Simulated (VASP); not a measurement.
# SiC (P6_3mc) in VASP: further runs, part 2 of 2

VASP 6.6.1. Earlier steps stand in the parts before.

### 3 Single point, PBE (strain -0.080 along x and y, -0.040 along z)

Contents of INCAR:

```
SYSTEM = SiC
  PREC = Accurate
  ENCUT = 520
  EDIFF = 1E-6
  ISMEAR = 0
  SIGMA = 0.05
  LREAL = .FALSE.
  LASPH = .TRUE.
  NELM = 60
  ALGO = Normal
  ISIF = 2
  LWAVE = .FALSE.
  LCHARG = .FALSE.
  GGA = PE
  NBANDS = 26
```

Contents of KPOINTS:

```
regular mesh
0
G
  12 12 4
  0 0 0
```

Contents of POSCAR:

```
SiC
1.0
    2.8465905663      0.0000000000      0.0000000000
   -1.4232952831      2.4652197446      0.0000000000
    0.0000000000      0.0000000000      9.7241656306
Si C
4 4
Direct
    0.6666666667      0.3333333333      0.9378441878
    0.3333333333      0.6666666667      0.4378441878
    0.0000000000      0.0000000000      0.6878995565
    0.0000000000      0.0000000000      0.1878995565
    0.6666666667      0.3333333333      0.7498074459
    0.3333333333      0.6666666667      0.2498074459
    0.0000000000      0.0000000000      0.5004478098
    0.0000000000      0.0000000000      0.0004478098
```

Potentials or basis: VASP PAW PBE potentials, release 64 (Si, C).

Launch:

```bash
$ cat potpaw_PBE.64/Si/POTCAR potpaw_PBE.64/C/POTCAR > POTCAR
$ mpirun -np 1 vasp_std > vasp.out
```

OUTCAR:

```text
SYSTEM = SiC
   PREC = Accurate
   ENCUT = 520
   EDIFF = 1E-6
   ISMEAR = 0
   LREAL = .FALSE.
   LASPH = .TRUE.
   NELM = 60
   ISIF = 2
   GGA = PE

 ion  position               nearest neighbor table
   1  0.667  0.333  0.938-   8 1.75   8 1.75   8 1.75   5 1.83   3 2.93   3 2.93   3 2.93   4 2.93
                             4 2.93   4 2.93
   2  0.333  0.667  0.438-   7 1.75   7 1.75   7 1.75   6 1.83   4 2.93   4 2.93   4 2.93   3 2.93
                             3 2.93   3 2.93
   3  0.000  0.000  0.688-   5 1.75   5 1.75   5 1.75   7 1.82   1 2.93   1 2.93   1 2.93   2 2.93
                             2 2.93   2 2.93
   4  0.000  0.000  0.188-   6 1.75   6 1.75   6 1.75   8 1.82   2 2.93   2 2.93   2 2.93   1 2.93
                             1 2.93   1 2.93
   5  0.667  0.333  0.750-   3 1.75   3 1.75   3 1.75   1 1.83
   6  0.333  0.667  0.250-   4 1.75   4 1.75   4 1.75   2 1.83
   7  0.000  0.000  0.500-   2 1.75   2 1.75   2 1.75   3 1.82
   8  0.000  0.000  0.000-   1 1.75   1 1.75   1 1.75   4 1.82

  LATTYP: Found a hexagonal cell.
 ALAT       =     2.8465905663
 C/A-ratio  =     3.4160745650

  Lattice vectors:

 A1 = (   2.8465905663,   0.0000000000,   0.0000000000)
[... 195 lines left out ...]
 cond. band min:      12.5728044716   @ k =   0.5000   0.0000   0.0000
 fundamental gap:      1.9613020052
 Fermi energy:        10.8227891698

 k-point     1 :       0.0000    0.0000    0.0000
  band No.  band energies     occupation
      1      -6.5901      2.00000
      2      -5.3050      2.00000
      3      -5.2708      2.00000
      4      -2.6288      2.00000
      5       0.6237      2.00000
      6       5.3375      2.00000
[... 685 lines left out ...]
     25      20.4392      0.00000
     26      21.2544      0.00000

 [... further k-points ...]
[... 5 lines left out ...]
  --------------------------------------------------------------------------------------
  -------------------------------------------------------------------------------------
  Total       33.8652990     33.8652990     17.4944380      0.0000000      0.0000000      0.0000000
  in kB      795.1196859    795.1196860    410.7500136      0.0000000      0.0000000      0.0000000
  external PRESSURE =     666.9964618 kB  Pullay stress =       0.0000000 kB

 VOLUME and BASIS-vectors are now :
 -----------------------------------------------------------------------------
  energy-cutoff  :      520.00
  volume of cell :       68.24
      direct lattice vectors                 reciprocal lattice vectors
     2.846590566  0.000000000  0.000000000     0.351297447  0.202821676  0.000000000
    -1.423295283  2.465219745  0.000000000     0.000000000  0.405643352  0.000000000
     0.000000000  0.000000000  9.724165631     0.000000000  0.000000000  0.102836586

 POSITION                                       TOTAL-FORCE (eV/Angst)
 -----------------------------------------------------------------------------------
      1.42330      0.82174      9.11975         0.000000      0.000000     -0.956015
     -0.00000      1.64348      4.25767        -0.000000     -0.000000     -0.956015
      0.00000      0.00000      6.68925         0.000000      0.000000     -0.924160
      0.00000      0.00000      1.82717        -0.000000     -0.000000     -0.924160
      1.42330      0.82174      7.29125         0.000000     -0.000000      0.975914
     -0.00000      1.64348      2.42917        -0.000000      0.000000      0.975914
      0.00000      0.00000      4.86644         0.000000     -0.000000      0.904261
      0.00000      0.00000      0.00435        -0.000000     -0.000000      0.904261
 -----------------------------------------------------------------------------------
    total drift:                               -0.000000     -0.000000      0.000850

  FREE ENERGIE OF THE ION-ELECTRON SYSTEM (eV)
  ---------------------------------------------------
  free  energy   TOTEN  =       -57.2727852667 eV

  energy  without entropy=      -57.2727852667  energy(sigma->0) =      -57.27278527
```

Wall time 62 s (1 thread of AMD EPYC 9R45 (Zen 5), shared host); peak memory 0.2 GiB.

Results:

* Free energy: -57.2728 eV
* Pressure: 66.7 GPa
* Largest force: 0.976 eV/Å
* Band gap on the k mesh: 1.96 eV, indirect (least direct gap 3.26 eV)

Forces in eV/Å, atoms in the order of the input:
```
Si   0.000  0.000 -0.956
Si   0.000  0.000 -0.956
Si   0.000  0.000 -0.924
Si   0.000  0.000 -0.924
C    0.000  0.000  0.976
C    0.000  0.000  0.976
C    0.000  0.000  0.904
C    0.000  0.000  0.904
```

Levels at points of the mesh, in eV from the valence-band top:
```tsv
k point	band 12	band 13	band 14	band 15	band 16	band 17	band 18	band 19	band 20	band 21
(0.00, 0.00, 0.00)	-0.50	-0.50	-0.43	0.00	0.00	7.02	7.52	7.87	8.30	8.30
(0.50, 0.00, 0.00)	-2.73	-2.58	-2.55	-1.97	-1.30	1.96	2.55	4.86	5.45	5.81
(0.00, 0.00, 0.50)	-0.92	-0.17	-0.17	-0.17	-0.17	7.61	7.61	8.14	8.14	8.51
(0.50, 0.00, 0.50)	-3.22	-2.97	-2.97	-1.73	-1.73	2.67	2.67	4.54	4.54	7.15
```

Caveat: the cell differs from its parent crystal (strain -0.080 along x and y, -0.040 along z). A k mesh can miss the band edges.

### 4 Single point, PBE (strain -0.080 along x and y, +0.000 along z)

Contents of INCAR:

```
SYSTEM = SiC
PREC     = Accurate       ! precision mode
ENCUT    = 520            ! plane-wave cutoff, eV
EDIFF    = 1E-6           ! SCF threshold, eV
ISMEAR   = 0              ! smearing method
SIGMA    = 0.05           ! smearing width, eV
LREAL    = .FALSE.        ! projectors in reciprocal space
LASPH    = .TRUE.         ! aspherical terms in the spheres
NELM     = 80             ! most SCF steps
ALGO     = Normal         ! electronic algorithm
ISIF     = 2              ! what is computed and relaxed
LWAVE    = .FALSE.        ! write WAVECAR
LCHARG   = .FALSE.        ! write CHGCAR
GGA      = PE             ! functional
NBANDS   = 26             ! bands
```

KPOINTS is that of step 3.

POSCAR, as its differences from that of step 3:

```diff
@@ -4,3 +4,3 @@
    -1.4232952831      2.4652197446      0.0000000000
-    0.0000000000      0.0000000000      9.7241656306
+    0.0000000000      0.0000000000     10.1293391985
 Si C
```

Launch:

```bash
$ cat potpaw_PBE.64/Si/POTCAR potpaw_PBE.64/C/POTCAR > POTCAR
$ mpirun -np 1 vasp_std > vasp.out
```

Wall time 69 s (1 thread of AMD EPYC 9R45 (Zen 5), shared host); peak memory 0.2 GiB.

Results (log left out):

```yaml
Free_energy: -57.7006 eV
Pressure: 51.9 GPa
Largest_force: 1.397 eV/Å
Band_gap_on_the_k_mesh: 1.68 eV, indirect (least direct gap 3.11 eV)
```

Forces in eV/Å, atoms in the order of the input:
```
Si   0.000  0.000 -1.323
Si   0.000  0.000 -1.323
Si   0.000  0.000 -1.380
Si   0.000  0.000 -1.380
C    0.000  0.000  1.397
C    0.000  0.000  1.397
C    0.000  0.000  1.305
C    0.000  0.000  1.305
```

Stress tensor (GPa, compression positive):
```
73.52  0.00  0.00
 0.00 73.52  0.00
 0.00  0.00  8.62
```

Levels at points of the mesh, in eV from the valence-band top:
```
           k point  band 13  band 14  band 15  band 16  band 17  band 18  band 19  band 20
(0.00, 0.00, 0.00)    -0.42    -0.42     0.00     0.00     5.39     7.68     7.84     8.30
(0.50, 0.00, 0.00)    -2.48    -2.47    -2.17    -1.43     1.68     2.45     4.80     4.99
(0.00, 0.00, 0.50)    -0.14    -0.14    -0.14    -0.14     6.86     6.86     7.83     7.83
(0.50, 0.00, 0.50)    -3.04    -3.04    -1.78    -1.78     2.50     2.50     4.35     4.35
```

Caveat: the cell differs from its parent crystal (strain -0.080 along x and y, +0.000 along z); forces of over 1 eV/Å act on the atoms, so gaps and moduli don't describe the material at rest.

### 5 Single point, PBE (strain -0.040 along x and y, -0.080 along z)

Contents of INCAR:

```
ALGO     = Normal         # electronic algorithm
EDIFF    = 1E-6           # SCF threshold, eV
ENCUT    = 520            # plane-wave cutoff, eV
GGA      = PE             # functional
ISIF     = 2              # what is computed and relaxed
ISMEAR   = 0              # smearing method
LASPH    = True           # aspherical terms in the spheres
LCHARG   = False          # write CHGCAR
LREAL    = False          # projectors in reciprocal space
LWAVE    = False          # write WAVECAR
NBANDS   = 26             # bands
NELM     = 60             # most SCF steps
PREC     = Accurate       # precision mode
SIGMA    = 0.05           # smearing width, eV
```

Contents of KPOINTS:

```
k-points
0
Gamma
  12 12 4
```

POSCAR, as its differences from that of step 4:

```diff
@@ -2,5 +2,5 @@
 1.0
-    2.8465905663      0.0000000000      0.0000000000
-   -1.4232952831      2.4652197446      0.0000000000
-    0.0000000000      0.0000000000     10.1293391985
+    2.9703553735      0.0000000000      0.0000000000
+   -1.4851776867      2.5724032117      0.0000000000
+    0.0000000000      0.0000000000      9.3189920626
 Si C
```

Launch:

```bash
$ cat potpaw_PBE.64/Si/POTCAR potpaw_PBE.64/C/POTCAR > POTCAR
$ mpirun -np 1 vasp_std > vasp.out
```

Run time: 58 s. Hardware: 1 thread of AMD EPYC 9R45 (Zen 5), shared host; peak memory 0.2 GiB.

The run converged. Its results:

```yaml
Free_energy: -58.3505 eV
Pressure: 48.8 GPa
Largest_force: 1.095 eV/Å
Band_gap_on_the_k_mesh: 2.12 eV, indirect (least direct gap 3.35 eV)
```

Forces on the atoms (eV/Å):
```
Si   0.000  0.000  0.886
Si   0.000  0.000  0.886
Si   0.000  0.000  1.095
Si   0.000  0.000  1.095
C    0.000  0.000 -0.999
C    0.000  0.000 -0.999
C    0.000  0.000 -0.983
C    0.000  0.000 -0.983
```

Stress tensor (GPa, compression positive):
```
37.06  0.00  0.00
 0.00 37.06  0.00
 0.00  0.00 72.21
```

Levels at points of the mesh, in eV from the valence-band top:
```
           k point  band 13  band 14  band 15  band 16  band 17  band 18  band 19  band 20
(0.00, 0.00, 0.00)    -0.93    -0.23    -0.23     0.00     5.60     6.27     7.08     7.18
(0.50, 0.00, 0.00)    -2.83    -2.30    -1.65    -1.23     2.12     2.19     4.37     5.79
(0.00, 0.00, 0.50)    -0.48    -0.48    -0.48    -0.48     5.84     5.84     7.42     7.42
(0.50, 0.00, 0.50)    -2.75    -2.75    -1.81    -1.81     2.46     2.46     4.53     4.53
```

Caveat: the cell differs from its parent crystal (strain -0.040 along x and y, -0.080 along z); forces of over 1 eV/Å act on the atoms, so gaps and moduli don't describe the material at rest.

### 6 Summary

| cell | gap on the mesh (eV) | pressure (GPa) | largest force (eV/Å) |
| --- | --- | --- | --- |
| a = 2.847, b = 2.847, c = 9.319 Å, angles 90.0, 90.0, 120.0°, 8 atoms | 2.22 | 85.8 | 0.11 |
| a = 2.847, b = 2.847, c = 9.724 Å, angles 90.0, 90.0, 120.0°, 8 atoms | 1.96 | 66.7 | 0.98 |
| a = 2.847, b = 2.847, c = 10.129 Å, angles 90.0, 90.0, 120.0°, 8 atoms | 1.68 | 51.9 | 1.40 |
| a = 2.970, b = 2.970, c = 9.319 Å, angles 90.0, 90.0, 120.0°, 8 atoms | 2.12 | 48.8 | 1.10 |

Alike in all rows: task single point; level PBE; potentials or basis VASP PAW PBE potentials, release 64 (Si, C); no spin polarisation; k mesh 12 × 12 × 4; cutoff (eV) 520; smearing gaussian 0.05 eV.

Caveats: forces of over 1 eV/Å act on the atoms, so gaps and moduli don't describe the material at rest (some runs).

Absolute energies hang on the potentials; compare differences alone.
